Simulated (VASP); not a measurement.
# Ti (P6/mmm) in VASP: further runs, part 2 of 2

VASP 6.6.1.

## (3) Single point, PBEsol

This run uses another cell than the first one, of 6.91 Å³/atom.

INCAR reads:

```
SYSTEM = Ti
PREC = Accurate
ENCUT = 520
EDIFF = 1E-6
ISMEAR = -1
SIGMA = 0.1
LREAL = .False.
LASPH = .True.
NELM = 80
ALGO = Normal
ISIF = 2
LWAVE = .False.
LCHARG = .True.
GGA = PS
LELF = .True.
LVHAR = .True.
NBANDS = 25
```

KPOINTS reads:

```
Automatic mesh
0
Gamma
  11 11 15
  0 0 0
```

POSCAR reads:

```
Ti
1.0
    3.5565728047      0.0000000000      0.0000000000
   -1.7782864023      3.0800823993      0.0000000000
    0.0000000000      0.0000000000      1.8926071868
Ti
3
Direct
    0.0000000000      0.0000000000      0.0000000000
    0.3333333333      0.6666666667      0.5000000000
    0.6666666667      0.3333333333      0.5000000000
```

Potentials or basis: VASP PAW PBE potentials, release 64 (Ti_sv).

The run is started by

```
$ cat potpaw_PBE.64/Ti_sv/POTCAR > POTCAR
$ mpirun -np 1 vasp_std > vasp.out
```

OUTCAR:

```text
SYSTEM = Ti
   PREC = Accurate
   ENCUT = 520
   EDIFF = 1E-6
   ISMEAR = -1
   LREAL = .False.
   LASPH = .True.
   NELM = 80
   ISIF = 2
   GGA = PS

 ion  position               nearest neighbor table
   1  0.000  0.000  0.000-   2 2.26   3 2.26   2 2.26   3 2.26   2 2.26   2 2.26   3 2.26   3 2.26
                             3 2.26   3 2.26   2 2.26   2 2.26
   2  0.333  0.667  0.500-   3 2.05   3 2.05   3 2.05   1 2.26   1 2.26   1 2.26   1 2.26   1 2.26
                             1 2.26   3 2.79   3 2.79   3 2.79   3 2.79   3 2.79   3 2.79
   3  0.667  0.333  0.500-   2 2.05   2 2.05   2 2.05   1 2.26   1 2.26   1 2.26   1 2.26   1 2.26
                             1 2.26   2 2.79   2 2.79   2 2.79   2 2.79   2 2.79   2 2.79

  LATTYP: Found a hexagonal cell.
 ALAT       =     3.5565728047
 C/A-ratio  =     0.5321435243

  Lattice vectors:

 A1 = (   3.5565728047,   0.0000000000,   0.0000000000)
 A2 = (  -1.7782864023,   3.0800823993,   0.0000000000)
 A3 = (   0.0000000000,   0.0000000000,   1.8926071868)

Analysis of symmetry for initial positions (statically):
=====================================================================
 Subroutine PRICEL returns:
 Original cell was already a primitive cell.

 Routine SETGRP: Setting up the symmetry group for a
 hexagonal supercell.

 Subroutine GETGRP returns: Found 24 space group operations
 (whereof 24 operations were pure point group operations)
 out of a pool of 24 trial point group operations.

The static configuration has the point symmetry D_6h.

Analysis of symmetry for dynamics (positions and initial velocities):
=====================================================================
 Subroutine PRICEL returns:
 Original cell was already a primitive cell.

 Routine SETGRP: Setting up the symmetry group for a
 hexagonal supercell.

 Subroutine GETGRP returns: Found 24 space group operations
 (whereof 24 operations were pure point group operations)
 out of a pool of 24 trial point group operations.

The dynamic configuration has the point symmetry D_6h.

[... 118 lines left out ...]
   IMIX   =      4    mixing-type and parameters
     AMIX     =   0.40;   BMIX     =  1.00
     AMIX_MAG =   1.60;   BMIX_MAG =  1.00
  volume/ion in A,a.u.               =       6.91        46.64
  Fermi-wavevector in a.u.,A,eV,Ry     =   1.967694  3.718402 52.679288  3.871818
  Thomas-Fermi vector in A             =   2.991112
   LORBIT       =      0    0 simple, 1 ext, 2 COOP (PROOUT), +10 PAW based schemes
   GGA     = PS    functional components
   LHFCALC =     F    Hartree Fock is set to
   AEXX    =    0.0000 exact exchange contribution
   IVDW    =     0    specifies the selected vdW correction
   LEPSILON=     F    determine dielectric tensor
   LRPA    =     F    only Hartree local field effects (RPA)
 non-spin polarized calculation
  energy-cutoff  :      520.00
  volume of cell :       20.73
 maximum number of plane-waves:       583
 NGX is ok and might be reduce to    28
   NGX = 13   NGY = 13   NGZ =  7

 number of electron      36.0000007 magnetization

 Free energy of the ion-electron system (eV)
  ---------------------------------------------------
  ext. energy  EPLUGINS =         0.00000000
  ---------------------------------------------------
  free energy    TOTEN  =        -5.59840039 eV

  energy without entropy =       -5.53944261  energy(sigma->0) =       -5.56892150

 E-fermi :  22.0620     XC(G=0): -16.8656

 val. band max:       22.0555499907   @ k =   0.4545   0.0909   0.2000
 cond. band min:      22.0623250545   @ k =   0.0000   0.0000   0.4000
 fundamental gap:      0.0067750638
 Fermi energy:        22.0620239879

 k-point     1 :       0.0000    0.0000    0.0000
  band No.  band energies     occupation
      1     -36.5039      2.00000
      2     -33.6828      2.00000
      3     -33.6594      2.00000
      4     -13.0796      2.00000
      5     -13.0796      2.00000
      6     -12.4096      2.00000
[... 661 lines left out ...]
     24      26.9320      0.00000
     25      29.6257      0.00000

 [... further k-points ...]

------------------------ aborting loop because EDIFF is reached ----------------------------------------

  FORCE on cell =-STRESS in cart. coord.  units (eV):
  Direction    XX          YY          ZZ          XY          YZ          ZX
  --------------------------------------------------------------------------------------
  -------------------------------------------------------------------------------------
  Total       50.3705977     50.3705977     54.9157753      0.0000000      0.0000000      0.0000000
  in kB     3892.5407126   3892.5407127   4243.7830976      0.0000001      0.0000000      0.0000000
  external PRESSURE =    4009.6215077 kB  Pullay stress =       0.0000000 kB

 VOLUME and BASIS-vectors are now :
 -----------------------------------------------------------------------------
  energy-cutoff  :      520.00
  volume of cell :       20.73
      direct lattice vectors                 reciprocal lattice vectors
     3.556572805  0.000000000  0.000000000     0.281169557  0.162333319  0.000000000
    -1.778286402  3.080082399  0.000000000     0.000000000  0.324666639  0.000000000
     0.000000000  0.000000000  1.892607187     0.000000000  0.000000000  0.528371659

 POSITION                                       TOTAL-FORCE (eV/Angst)
 -----------------------------------------------------------------------------------
      0.00000      0.00000      0.00000         0.000000      0.000000      0.000000
     -0.00000      2.05339      0.94630        -0.000000      0.000000      0.000000
      1.77829      1.02669      0.94630        -0.000000     -0.000000      0.000000
 -----------------------------------------------------------------------------------
    total drift:                                0.000000      0.000000     -0.000000

  FREE ENERGIE OF THE ION-ELECTRON SYSTEM (eV)
  ---------------------------------------------------
  free  energy   TOTEN  =        -5.5984003851 eV

  energy  without entropy=       -5.5394426089  energy(sigma->0) =       -5.56892150
```

OSZICAR:

```text
N       E                     dE             d eps       ncg     rms          rms(c)
DAV:   1     0.435101097024E+03    0.43510E+03   -0.17152E+04  6616   0.209E+03
DAV:   2     0.355674218461E+02   -0.39953E+03   -0.38857E+03  6456   0.548E+02
DAV:   3    -0.244088021877E+01   -0.38008E+02   -0.36841E+02 10225   0.163E+02
DAV:   4    -0.468220208147E+01   -0.22413E+01   -0.22117E+01  8140   0.359E+01
DAV:   5    -0.474165663287E+01   -0.59455E-01   -0.59371E-01  8678   0.599E+00    0.613E+01
DAV:   6    -0.488859647451E+01   -0.14694E+00   -0.93661E-01 10606   0.839E+00    0.344E+01
DAV:   7    -0.556537401969E+01   -0.67678E+00   -0.24208E+00  9796   0.182E+01    0.584E+00
DAV:   8    -0.549653985817E+01    0.68834E-01   -0.86167E-01  9017   0.155E+01    0.364E+00
DAV:   9    -0.560072309773E+01   -0.10418E+00   -0.68441E-01  6556   0.775E+00    0.155E+00
DAV:  10    -0.559574232903E+01    0.49808E-02   -0.79926E-02  6993   0.286E+00    0.439E-01
DAV:  11    -0.559828776932E+01   -0.25454E-02   -0.18274E-02  6744   0.118E+00    0.364E-01
DAV:  12    -0.559838309085E+01   -0.95322E-04   -0.26817E-03  8924   0.398E-01    0.123E-01
DAV:  13    -0.559838107870E+01    0.20121E-05   -0.10177E-04  8156   0.875E-02    0.821E-02
DAV:  14    -0.559839592846E+01   -0.14850E-04   -0.67117E-05  6612   0.811E-02    0.269E-02
DAV:  15    -0.559839967555E+01   -0.37471E-05   -0.20219E-05  6651   0.415E-02    0.525E-03
DAV:  16    -0.559840038508E+01   -0.70953E-06   -0.12129E-06  4865   0.770E-03
   1 F= -.55984004E+01 E0= -.55689215E+01  d E =-.589578E-01
```

It took 1.8 min on 1 thread of Intel Xeon 8259CL, shared host; peak memory 0.17 GiB.

What came out:

| Item | Value |
| --- | --- |
| Free energy | -5.5984 eV |
| Pressure | 401.0 GPa |
| Band gap on the k mesh | zero (bands 18 and 19 overlap by 3.11 eV) |

Caveat: atoms lie so close that the PAW spheres overlap strongly, which falsifies energies and pressures; the cell stands under pressure; the PAW data sets were made with another functional, which shifts forces and pressure a little.

## (4) Relaxation of cell and atoms, PBEsol, target pressure 380 GPa, at which the enthalpy is minimised

INCAR reads:

```
PREC = Accurate
ENCUT = 600
EDIFF = 1E-6
ISMEAR = -1
SIGMA = 0.1
LREAL = False
LASPH = True
NELM = 60
ALGO = Normal
ISIF = 3
LWAVE = False
LCHARG = False
GGA = PS
IBRION = 2
NSW = 32
EDIFFG = -0.005
PSTRESS = 3800.0
```

KPOINTS reads:

```
regular mesh
0
Gamma
  11 11 15
```

POSCAR reads:

```
Ti
1.0
    3.5575137081      0.0000000000      0.0000000000
   -1.7787568540      3.0808972455      0.0000000000
    0.0000000000      0.0000000000      1.8876708729
Ti
3
Direct
    0.0000000000      0.0000000000      0.0000000000
    0.3333333333      0.6666666667      0.5000000000
    0.6666666667      0.3333333333      0.5000000000
```

The run is started by

```
$ cat potpaw_PBE.64/Ti_sv/POTCAR > POTCAR
$ mpirun -np 1 vasp_std > vasp.out
```

Run time: 4 min. Hardware: 1 thread of Intel Xeon Platinum 8559C (Emerald Rapids), shared host; peak memory 0.19 GiB.

Results (log left out):

```yaml
Free_energy: -6.4023 eV
Relaxed_volume: 7.01 Å³/atom
Relaxed_cell: a = 3.532 Å, b = 3.532 Å, c = 1.947 Å, α = 90.00°, β = 90.00°, γ = 120.00°
Space_group_after_relaxing_to_0.1_Å: P6/mmm (No. 191)
Energy_change_on_relaxing_the_run_minimises_the_enthalpy: -307.1 meV/atom
Ionic_steps: 9
Pressure_after_relaxing: 380.0 GPa
Band_gap_on_the_k_mesh: zero (bands 18 and 19 overlap by 2.77 eV)
```

Step by step:
```tsv
step	energy change (eV)	largest force (eV/Å)	pressure (GPa)	volume (Å³)
1	0.0000	0.0000	403.62	20.69
2	-6.4662	0.0000	267.58	23.84
3	-1.4457	0.0000	369.43	21.27
4	-1.3016	0.0000	372.98	21.21
5	-0.3515	0.0000	391.75	20.81
6	-0.8422	0.0000	381.79	21.01
7	-0.8325	0.0000	381.96	21.01
8	-1.2142	0.0000	373.37	21.17
9	-0.9213	0.0000	380.01	21.04
```

Final structure:
```xyz
3
Lattice="3.5323 0.0000 0.0000 -1.7662 3.0591 0.0000 0.0000 0.0000 1.9474" Properties=species:S:1:pos:R:3 pbc="T T T"
Ti    0.0000    0.0000    0.0000
Ti    0.0000    2.0394    0.9737
Ti    1.7662    1.0197    0.9737
```

Levels at points of the mesh, in eV from the Fermi level:
```tsv
k point	band 14	band 15	band 16	band 17	band 18	band 19	band 20	band 21	band 22
(0.00, 0.00, 0.00)	-4.45	-0.62	-0.62	0.05	0.05	0.24	0.24	1.26	1.26
```

Caveat: the cell is relaxed towards a set pressure, so the run minimises the enthalpy, not the energy; atoms lie so close that the PAW spheres overlap strongly, which falsifies energies and pressures; the PAW data sets were made with another functional, which shifts forces and pressure a little.

## (5) Relaxation of cell and atoms, PBEsol, target pressure 380 GPa, at which the enthalpy is minimised

This run uses another cell than the first one, of 6.92 Å³/atom.

INCAR reads:

```
PREC = Accurate
ENCUT = 600
EDIFF = 1E-6
ISMEAR = -1
SIGMA = 0.1
LREAL = F
LASPH = T
NELM = 100
ALGO = Normal
ISIF = 3
LWAVE = F
LCHARG = F
GGA = PS
IBRION = 2
NSW = 60
EDIFFG = -0.005
PSTRESS = 3800.0
```

KPOINTS is that of step 4.

POSCAR reads:

```
Ti
1.0
    3.3817931656      0.0000000000      0.0000000000
   -1.6908965828      2.9287187918      0.0000000000
    0.0000000000      0.0000000000      2.0967117627
Ti
3
Direct
    0.0000000000      0.0000000000      0.0000000000
    0.3333333333      0.6666666667      0.5000000000
    0.6666666667      0.3333333333      0.5000000000
```

The run is started by

```
$ cat potpaw_PBE.64/Ti_sv/POTCAR > POTCAR
$ mpirun -np 1 vasp_std > vasp.out
```

Run time: 5.7 min. Hardware: 1 thread of Intel Xeon Platinum 8559C (Emerald Rapids), shared host; peak memory 0.19 GiB.

The run converged. Its results:

- Free energy: -6.4033 eV
- Relaxed volume: 7.01 Å³/atom
- Relaxed cell: a = 3.533 Å, b = 3.533 Å, c = 1.947 Å, α = 90.00°, β = 90.00°, γ = 120.00°
- Space group after relaxing (to 0.1 Å): P6/mmm (No. 191)
- Energy change on relaxing (the run minimises the enthalpy): -336.2 meV/atom
- Ionic steps: 13
- Pressure after relaxing: 380.0 GPa
- Band gap on the k mesh: zero (bands 18 and 19 overlap by 2.77 eV)

Stress tensor (GPa, compression positive):
```
379.97   0.00   0.00
  0.00 379.97   0.00
  0.00   0.00 380.09
```

The path:
| step | energy change (eV) | largest force (eV/Å) | pressure (GPa) | volume (Å³) |
| --- | --- | --- | --- | --- |
| 1 | 0.0000 | 0.0000 | 405.64 | 20.77 |
| 2 | -7.0386 | 0.0000 | 256.11 | 24.14 |
| 3 | -2.3764 | 0.0000 | 352.91 | 21.70 |
| 4 | -0.1434 | 0.0000 | 403.48 | 20.77 |
| 5 | -1.4165 | 0.0000 | 371.15 | 21.22 |
| 6 | -1.3684 | 0.0000 | 371.95 | 21.20 |
| 7 | -1.3365 | 0.0000 | 372.87 | 21.18 |
| 8 | 0.0808 | 0.0000 | 403.84 | 20.60 |
| 9 | -1.0074 | 0.0000 | 379.80 | 21.04 |
| 10 | -0.9938 | 0.0000 | 380.35 | 21.04 |
| 11 | -1.0597 | 0.0000 | 378.90 | 21.06 |
| 12 | -1.0156 | 0.0000 | 379.80 | 21.05 |
| 13 | -1.0085 | 0.0000 | 380.01 | 21.04 |

Final structure:
```
Ti
1.0
     3.53282    0.00000    0.00000
    -1.76641    3.05952    0.00000
     0.00000    0.00000    1.94684
Ti
3
Direct
  0.00000 0.00000 0.00000
  0.33333 0.66667 0.50000
  0.66667 0.33333 0.50000
```

Levels at points of the mesh, in eV from the Fermi level:
| k point | band 15 | band 16 | band 17 | band 18 | band 19 | band 20 | band 21 | band 22 |
| --- | --- | --- | --- | --- | --- | --- | --- | --- |
| (0.00, 0.00, 0.00) | -0.62 | -0.62 | 0.05 | 0.05 | 0.24 | 0.24 | 1.26 | 1.26 |

Caveat: the cell is relaxed towards a set pressure, so the run minimises the enthalpy, not the energy; atoms lie so close that the PAW spheres overlap strongly, which falsifies energies and pressures; the PAW data sets were made with another functional, which shifts forces and pressure a little.

## (6) Summary

```csv
task,cell,cutoff (eV),gap on the mesh (eV),pressure (GPa)
single point,"a = 3.558, b = 3.558, c = 1.888 Å, angles 90.0, 90.0, 120.0°, 3 atoms",520,none,403.8
single point,"a = 3.557, b = 3.557, c = 1.893 Å, angles 90.0, 90.0, 120.0°, 3 atoms",520,none,401.0
relaxation of cell and atoms,"relaxed to 380 GPa from a = 3.558, b = 3.558, c = 1.888 Å, angles 90.0, 90.0, 120.0°, 3 atoms",600,none,380.0
relaxation of cell and atoms,"relaxed to 380 GPa from a = 3.382, b = 3.382, c = 2.097 Å, angles 90.0, 90.0, 120.0°, 3 atoms",600,none,380.0
```

Alike in all rows: level PBEsol; potentials or basis VASP PAW PBE potentials, release 64 (Ti_sv); no spin polarisation; k mesh 11 × 11 × 15; smearing fermi-dirac 0.1 eV.

Caveats: atoms lie so close that the PAW spheres overlap strongly, which falsifies energies and pressures; the PAW data sets were made with another functional, which shifts forces and pressure a little; the cell stands under pressure (at least some runs); the cell is relaxed towards a set pressure, so the run minimises the enthalpy, not the energy (at least some runs).

Absolute energies hang on the potentials; compare differences alone.
